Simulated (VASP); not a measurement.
# Fe2Ge (P6_3/mmc) in VASP: single point with PBEsol

Aim: the single point of Fe2Ge with PBEsol.

Program: VASP 6.6.1. These are calculated values, not measurements. Logs are shortened: lines on timing, memory, paths and dates and some standing lists are left out, and cuts for length are marked.

## 1. The cell of the first run

It takes space group P6_3/mmc (No. 194, hexagonal). Conventional cell: a = 4.057 Å, b = 4.057 Å, c = 4.915 Å, α = 90.00°, β = 90.00°, γ = 120.00°. Fe (site symmetry -3m) has 8 Fe at 2.46 to 2.65 Å and 6 Ge at 2.65 Å within 3.2 Å. Fe (site symmetry -6m2) has 5 Ge at 2.34 to 2.46 Å and 6 Fe at 2.65 Å within 3.1 Å. Ge (site symmetry -6m2) has 11 Fe at 2.34 to 2.65 Å within 3.1 Å.

## 2. Single point, PBEsol, collinear spin, ferromagnetic start

Input file INCAR:

```
PREC = Accurate
ENCUT = 600
EDIFF = 1E-6
ISMEAR = 0
SIGMA = 0.1
LREAL = F
LASPH = T
NELM = 200
ALGO = Normal
ISIF = 2
LWAVE = F
LCHARG = F
ISPIN = 2
MAGMOM = 2.7 2.7 1.78 1.78 0 0
LORBIT = 11
LMAXMIX = 4
GGA = PS
NBANDS = 43
GGA_COMPAT = F
```

Input file KPOINTS:

```
regular mesh
0
Gamma
  6 6 4
```

Input file POSCAR:

```
Fe2Ge
1.0
    4.0573171512      0.0000000003      0.0000000000
   -2.0286585758      3.5137397240      0.0000000000
    0.0000000000      0.0000000000      4.9148762956
Fe Ge
4 2
Direct
    0.0000000000      0.0000000000      0.0000000000
    0.0000000000      0.0000000000      0.5000000000
    0.6666666667      0.3333333333      0.7500000000
    0.3333333333      0.6666666667      0.2500000000
    0.6666666667      0.3333333333      0.2500000000
    0.3333333333      0.6666666667      0.7500000000
```

Potentials or basis: VASP PAW PBE potentials, release 64 (Fe, Ge_d).

On the command line:

```console
cat potpaw_PBE.64/Fe/POTCAR potpaw_PBE.64/Ge_d/POTCAR > POTCAR
mpirun -np 1 vasp_std > vasp.out
```

OUTCAR:

```text
PREC = Accurate
   ENCUT = 600
   EDIFF = 1E-6
   ISMEAR = 0
   LREAL = F
   LASPH = T
   NELM = 200
   ISIF = 2
   ISPIN = 2
   LORBIT = 11
   GGA = PS

 ion  position               nearest neighbor table
   1  0.000  0.000  0.000-   2 2.46   2 2.46   4 2.65   5 2.65   6 2.65   3 2.65   4 2.65   6 2.65
                             3 2.65   5 2.65   3 2.65   5 2.65   4 2.65   6 2.65
   2  0.000  0.000  0.500-   1 2.46   1 2.46   4 2.65   5 2.65   6 2.65   3 2.65   4 2.65   6 2.65
                             3 2.65   5 2.65   3 2.65   5 2.65   4 2.65   6 2.65
   3  0.667  0.333  0.750-   6 2.34   6 2.34   6 2.34   5 2.46   5 2.46   1 2.65   2 2.65   1 2.65
                             2 2.65   1 2.65   2 2.65
   4  0.333  0.667  0.250-   5 2.34   5 2.34   5 2.34   6 2.46   6 2.46   1 2.65   2 2.65   2 2.65
                             1 2.65   2 2.65   1 2.65
   5  0.667  0.333  0.250-   4 2.34   4 2.34   4 2.34   3 2.46   3 2.46   1 2.65   2 2.65   1 2.65
                             2 2.65   1 2.65   2 2.65
   6  0.333  0.667  0.750-   3 2.34   3 2.34   3 2.34   4 2.46   4 2.46   1 2.65   2 2.65   2 2.65
                             1 2.65   2 2.65   1 2.65

  LATTYP: Found a hexagonal cell.
 ALAT       =     4.0573171512
 C/A-ratio  =     1.2113611316

  Lattice vectors:

 A1 = (   4.0573171512,   0.0000000003,   0.0000000000)
 A2 = (  -2.0286585758,   3.5137397240,   0.0000000000)
 A3 = (   0.0000000000,   0.0000000000,   4.9148762956)

Analysis of symmetry for initial positions (statically):
=====================================================================
 Subroutine PRICEL returns:
 Original cell was already a primitive cell.

 Routine SETGRP: Setting up the symmetry group for a
 hexagonal supercell.

 Subroutine GETGRP returns: Found 24 space group operations
 (whereof 12 operations were pure point group operations)
 out of a pool of 24 trial point group operations.

The static configuration has the point symmetry D_3d.
 The point group associated with its full space group is D_6h.

Analysis of symmetry for dynamics (positions and initial velocities):
=====================================================================
 Subroutine PRICEL returns:
 Original cell was already a primitive cell.

 Routine SETGRP: Setting up the symmetry group for a
 hexagonal supercell.

 Subroutine GETGRP returns: Found 24 space group operations
 (whereof 12 operations were pure point group operations)
 out of a pool of 24 trial point group operations.

The dynamic configuration has the point symmetry D_3d.
 The point group associated with its full space group is D_6h.

Analysis of structural, dynamic, and magnetic symmetry:
=====================================================================
 Subroutine PRICEL returns:
 Original cell was already a primitive cell.

 Routine SETGRP: Setting up the symmetry group for a
 hexagonal supercell.

 Subroutine GETGRP returns: Found 24 space group operations
 (whereof 12 operations were pure point group operations)
 out of a pool of 24 trial point group operations.

The overall configuration has the point symmetry D_3d.
 The point group associated with its full space group is D_6h.

 Subroutine INISYM returns: Found 24 space group operations
 (whereof 12 operations are pure point group operations),
 and found     1 'primitive' translations

----------------------------------------------------------------------------------------

                                     Primitive cell

  volume of cell :      70.0682

  direct lattice vectors                    reciprocal lattice vectors
     4.057317151  0.000000000  0.000000000     0.246468285  0.142298531  0.000000000
    -2.028658576  3.513739724  0.000000000    -0.000000000  0.284597061  0.000000000
     0.000000000  0.000000000  4.914876296     0.000000000  0.000000000  0.203463921

  length of vectors
     4.057317151  4.057317151  4.914876296     0.284597061  0.284597061  0.203463921

  position of ions in fractional coordinates (direct lattice)
     0.000000000  0.000000000  0.000000000
     0.000000000  0.000000000  0.500000000
     0.666666667  0.333333333  0.750000000
     0.333333333  0.666666667  0.250000000
     0.666666667  0.333333333  0.250000000
     0.333333333  0.666666667  0.750000000

  ion indices of the primitive-cell ions
   primitive index   ion index
                 1           1
                 2           2
                 3           3
                 4           4
                 5           5
                 6           6

----------------------------------------------------------------------------------------

 KPOINTS: regular mesh

Automatic generation of k-mesh.
 Grid dimensions read from file:
 generate k-points for:    6    6    4

 Generating k-lattice:

  Cartesian coordinates                     Fractional coordinates (reciprocal lattice)
     0.041078047  0.023716422  0.000000000     0.166666667  0.000000000  0.000000000
    -0.000000000  0.047432844  0.000000000     0.000000000  0.166666667  0.000000000
     0.000000000  0.000000000  0.050865980     0.000000000  0.000000000  0.250000000

  Length of vectors
     0.047432844  0.047432844  0.050865980

  Shift w.r.t. Gamma in fractional coordinates (k-lattice)
     0.000000000  0.000000000  0.000000000

 Subroutine IBZKPT returns following result:
 ===========================================

 Found     21 irreducible k-points:

 Following reciprocal coordinates:
            Coordinates               Weight
  0.000000  0.000000  0.000000      1.000000
  0.166667  0.000000  0.000000      6.000000
  0.333333  0.000000  0.000000      6.000000
  0.500000  0.000000  0.000000      3.000000
  0.166667  0.166667  0.000000      6.000000
  0.333333  0.166667  0.000000     12.000000
[... 13 lines left out ...]
  0.333333  0.166667  0.500000     12.000000
  0.333333  0.333333  0.500000      2.000000
   k-points           NKPTS =     21   k-points in BZ     NKDIM =     21   number of bands    NBANDS=     43
   number of dos      NEDOS =    301   number of ions     NIONS =      6
   total plane-waves  NPLWV =  40960
   dimension x,y,z NGX =    32 NGY =   32 NGZ =   40
   dimension x,y,z NGXF=    64 NGYF=   64 NGZF=   80
   ions per type =               4   2
   NGX,Y,Z   is equivalent  to a cutoff of  13.11, 13.11, 13.53 a.u.
   NGXF,Y,Z  is equivalent  to a cutoff of  26.22, 26.22, 27.06 a.u.
 SYSTEM =  unknown system
   PREC   = accura    normal or accurate (medium, high low for compatibility)
   ISTART =      0    job   : 0-new  1-cont  2-samecut
   ICHARG =      2    charge: 1-file 2-atom 10-const
   ISPIN  =      2    spin polarized calculation?
   LNONCOLLINEAR =      F non collinear calculations
   LSORBIT =      F    spin-orbit coupling
   LASPH  =      T    aspherical Exc in radial PAW
   ENCUT  =  600.0 eV  44.10 Ry    6.64 a.u.   8.10  8.10  9.82*2*pi/ulx,y,z
   NELM   =    200;   NELMIN=  2; NELMDL= -5     # of ELM steps
   EDIFF  = 0.1E-05   stopping-criterion for ELM
   LREAL  =      F    real-space projection
   EDIFFG = 0.1E-04   stopping-criterion for IOM
   NSW    =      0    number of steps for IOM
   IBRION =     -1    ionic relax: 0-MD 1-quasi-New 2-CG
   NFREE  =      0    steps in history (QN), initial steepest desc. (CG)
   ISIF   =      2    stress and relaxation
   ISYM   =      2    0-nonsym 1-usesym 2-fastsym
   POTIM  = 0.5000    time-step for ionic-motion
   TEBEG  =    0.0;   TEEND  =   0.0 temperature during run
   PSTRESS=    0.0 pullay stress
   NELECT =      60.0000    total number of electrons
   NUPDOWN=      -1.0000    fix difference up-down
   EMIN   =  10.00;   EMAX   =-10.00  energy-range for DOS
   EFERMI =   0.00;   METHOD = LEGACY
   ISMEAR =     0;   SIGMA  =   0.10  broadening in eV -4-tet -1-fermi 0-gaus
   EFERMI_NEDOS =   21; number of points for ismear=-14 and -15
   IALGO  =     38    algorithm
   IMIX   =      4    mixing-type and parameters
     AMIX     =   0.40;   BMIX     =  1.00
     AMIX_MAG =   1.60;   BMIX_MAG =  1.00
  volume/ion in A,a.u.               =      11.68        78.81
  Fermi-wavevector in a.u.,A,eV,Ry     =   1.554598  2.937765 32.882234  2.416776
  Thomas-Fermi vector in A             =   2.658661
   LORBIT       =     11    0 simple, 1 ext, 2 COOP (PROOUT), +10 PAW based schemes
   GGA     = PS    functional components
   LHFCALC =     F    Hartree Fock is set to
   AEXX    =    0.0000 exact exchange contribution
   IVDW    =     0    specifies the selected vdW correction
   LEPSILON=     F    determine dielectric tensor
   LRPA    =     F    only Hartree local field effects (RPA)
 spin polarized calculation
 Gauss-broadening in eV      SIGMA  =   0.10
  energy-cutoff  :      600.00
  volume of cell :       70.07
 maximum number of plane-waves:      2360
   NGX = 17   NGY = 17   NGZ = 19

 number of electron      60.0000008 magnetization       6.9930089

 Free energy of the ion-electron system (eV)
  ---------------------------------------------------
  ext. energy  EPLUGINS =         0.00000000
  ---------------------------------------------------
  free energy    TOTEN  =       -46.13739401 eV

  energy without entropy =      -46.10508177  energy(sigma->0) =      -46.12123789

 E-fermi :   8.1389     XC(G=0): -13.4332

 val. band max:        8.1270253834   @ k =   0.5000   0.0000   0.2500
 cond. band min:       8.1547439480   @ k =   0.3333   0.0000   0.0000
 fundamental gap:      0.0277185646
 Fermi energy:         8.1388878746

 spin component 1

 k-point     1 :       0.0000    0.0000    0.0000
  band No.  band energies     occupation
      1     -16.4757      1.00000
      2     -16.4684      1.00000
      3     -16.4433      1.00000
      4     -16.4433      1.00000
      5     -16.4207      1.00000
      6     -16.4207      1.00000
[... 34 lines left out ...]
     41      12.9352      0.00000
     42      12.9352      0.00000

 k-point     2 :       0.1667    0.0000    0.0000
  band No.  band energies     occupation
      1     -16.4747      1.00000
      2     -16.4677      1.00000
      3     -16.4443      1.00000
      4     -16.4415      1.00000
      5     -16.4234      1.00000
      6     -16.4217      1.00000
[... 844 lines left out ...]
     41      15.9554      0.00000
     42      15.9554      0.00000

 k-point    21 :       0.3333    0.3333    0.5000
  band No.  band energies     occupation
      1     -16.4620      1.00000
      2     -16.4620      1.00000
      3     -16.4285      1.00000
      4     -16.4285      1.00000
      5     -16.4222      1.00000
      6     -16.4222      1.00000
[... 34 lines left out ...]
     41      16.3798      0.00000
     42      16.3798      0.00000
 Fermi energy:         8.1388878746

 spin component 2

 k-point     1 :       0.0000    0.0000    0.0000
  band No.  band energies     occupation
      1     -16.4869      1.00000
      2     -16.4797      1.00000
      3     -16.4589      1.00000
      4     -16.4589      1.00000
      5     -16.4299      1.00000
      6     -16.4299      1.00000
[... 34 lines left out ...]
     41      13.0879      0.00000
     42      13.2128      0.00000

 k-point     2 :       0.1667    0.0000    0.0000
  band No.  band energies     occupation
      1     -16.4859      1.00000
      2     -16.4790      1.00000
      3     -16.4599      1.00000
      4     -16.4571      1.00000
      5     -16.4326      1.00000
      6     -16.4309      1.00000
[... 844 lines left out ...]
     41      16.3918      0.00000
     42      16.3918      0.00000

 k-point    21 :       0.3333    0.3333    0.5000
  band No.  band energies     occupation
      1     -16.4737      1.00000
      2     -16.4737      1.00000
      3     -16.4429      1.00000
      4     -16.4429      1.00000
      5     -16.4375      1.00000
      6     -16.4375      1.00000
[... 34 lines left out ...]
     41      16.8961      0.00000
     42      16.8961      0.00000
 [bands above 42 left out]

------------------------ aborting loop because EDIFF is reached ----------------------------------------

  FORCE on cell =-STRESS in cart. coord.  units (eV):
  Direction    XX          YY          ZZ          XY          YZ          ZX
  --------------------------------------------------------------------------------------
  -------------------------------------------------------------------------------------
  Total        0.0343568      0.0343568      0.0272052      0.0000000      0.0000000      0.0000000
  in kB        0.7856001      0.7856001      0.6220738      0.0000000      0.0000000      0.0000000
  external PRESSURE =       0.7310914 kB  Pullay stress =       0.0000000 kB

 VOLUME and BASIS-vectors are now :
 -----------------------------------------------------------------------------
  energy-cutoff  :      600.00
  volume of cell :       70.07
      direct lattice vectors                 reciprocal lattice vectors
     4.057317151  0.000000000  0.000000000     0.246468285  0.142298531  0.000000000
    -2.028658576  3.513739724  0.000000000    -0.000000000  0.284597061  0.000000000
     0.000000000  0.000000000  4.914876296     0.000000000  0.000000000  0.203463921

 POSITION                                       TOTAL-FORCE (eV/Angst)
 -----------------------------------------------------------------------------------
      0.00000      0.00000      0.00000        -0.000000      0.000000      0.000000
      0.00000      0.00000      2.45744        -0.000000      0.000000      0.000000
      2.02866      1.17125      3.68616         0.000000     -0.000000      0.000000
     -0.00000      2.34249      1.22872        -0.000000      0.000000      0.000000
      2.02866      1.17125      1.22872        -0.000000      0.000000      0.000000
     -0.00000      2.34249      3.68616         0.000000     -0.000000      0.000000
 -----------------------------------------------------------------------------------
    total drift:                               -0.000000      0.000000      0.000000

  FREE ENERGIE OF THE ION-ELECTRON SYSTEM (eV)
  ---------------------------------------------------
  free  energy   TOTEN  =       -46.1373940056 eV

  energy  without entropy=      -46.1050817670  energy(sigma->0) =      -46.12123789

 total charge

# of ion       s       p       d       tot
------------------------------------------
    1        0.412   0.520   6.303   7.235
    2        0.412   0.520   6.303   7.235
    3        0.437   0.533   6.544   7.515
    4        0.437   0.533   6.544   7.515
    5        1.091   1.359  10.134  12.584
    6        1.091   1.359  10.134  12.584
--------------------------------------------------
tot          3.880   4.824  45.962  54.666

 magnetization (x)

# of ion       s       p       d       tot
------------------------------------------
    1       -0.000   0.005   2.243   2.248
    2       -0.000   0.005   2.243   2.248
    3        0.007   0.001   1.298   1.306
    4        0.007   0.001   1.298   1.306
    5       -0.005  -0.074   0.007  -0.072
    6       -0.005  -0.074   0.007  -0.072
--------------------------------------------------
tot          0.004  -0.136   7.096   6.964
```

Run time: 3.5 min. Hardware: 1 thread of Oxide Virtual Turin-like, shared host; peak memory 0.26 GiB.

Results:

- Free energy: -46.1374 eV
- Pressure: 0.1 GPa
- Net moment: 6.99 μB per cell
- Site moments: Fe +2.25, +1.31 (each value once); Ge -0.07 μB
- Valence electrons inside the program's atomic spheres: Fe 7.24, 7.51 (each value once); Ge 12.58

Levels at points of the mesh, in eV from the Fermi level:
Spin up:
```
           k point  band 31  band 32  band 33  band 34  band 35  band 36  band 37  band 38
(0.00, 0.00, 0.00)    -0.57    -0.36     0.23     2.39     2.89     2.89     2.99     3.22
(0.50, 0.00, 0.00)    -1.24    -0.85    -0.50    -0.49    -0.40     1.22     1.99     3.60
(0.00, 0.00, 0.50)    -0.88    -0.88     1.70     1.70     3.51     3.51     3.51     3.51
(0.50, 0.00, 0.50)    -1.34    -1.34    -0.54    -0.54     1.23     1.23     2.89     2.89
```
Spin down:
```tsv
k point	band 22	band 23	band 24	band 25	band 26	band 27	band 28	band 29	band 30	band 31
(0.00, 0.00, 0.00)	-2.26	-0.31	-0.31	-0.20	0.52	0.57	0.57	0.76	0.76	1.25
(0.50, 0.00, 0.00)	-1.56	-1.01	-0.88	-0.81	-0.81	-0.22	0.11	0.38	0.54	0.60
(0.00, 0.00, 0.50)	-2.02	-0.52	-0.52	0.43	0.43	0.43	0.43	0.67	0.67	0.67
(0.50, 0.00, 0.50)	-1.72	-1.02	-1.02	-0.50	-0.50	0.05	0.05	0.06	0.06	0.63
```

Caveat: the PAW data sets were made with another functional, which shifts forces and pressure a little.
